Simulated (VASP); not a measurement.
A run of VASP 6.6.1 is set up as follows.

POSCAR

```
CdS
1.0
    0.0000000000      2.7269062253      2.7269062253
    2.7269062253      0.0000000000      2.7269062253
    2.7269062253      2.7269062253      0.0000000000
Cd S
1 1
Direct
   -0.0106154634      0.0106154634      0.0106154634
    0.5372216687      0.4627783313      0.4627783313
```

Contents of INCAR.step1:

```
ALGO = Normal
EDIFF = 1E-4
ENCUT = 520
GGA = PE
ISMEAR = 0
LASPH = T
LCHARG = F
LREAL = F
LWAVE = T
NBANDS = 16
NELM = 80
PREC = Accurate
SIGMA = 0.05
```

INCAR.step2

```
ALGO = Normal
EDIFF = 1E-6
ENCUT = 520
ISIF = 2
ISMEAR = 0
ISTART = 1
LASPH = T
LCHARG = T
LELF = T
LMIXTAU = T
LREAL = F
LVHAR = T
LWAVE = F
METAGGA = R2SCAN
NBANDS = 16
NELM = 80
PREC = Accurate
SIGMA = 0.05
```

The input KPOINTS:

```
k-points
0
Gamma
  8 8 8
```

Potentials or basis: VASP PAW PBE potentials, release 64 (Cd, S).

Command:

```bash
$ cat potpaw_PBE.64/Cd/POTCAR potpaw_PBE.64/S/POTCAR > POTCAR
$ cp INCAR.step1 INCAR
$ mpirun -np 1 vasp_std > vasp.out
$ cp INCAR.step2 INCAR
$ mpirun -np 1 vasp_std > vasp.out
```

(1) Estimate the band gap on the k mesh.

(2) Estimate the largest force.

(3) What does it give for the pressure?

Answers

(1) 0.86 eV, indirect (least direct gap 2.28 eV).

(2) 0.792 eV/Å.

(3) 2.6 GPa.

Caveat: the cell differs from its parent crystal (mode 4 frozen in at -0.203 Å and mode 5 at +0.000 Å (largest displacements)); the PAW data sets were made with another functional, which shifts forces and pressure a little.
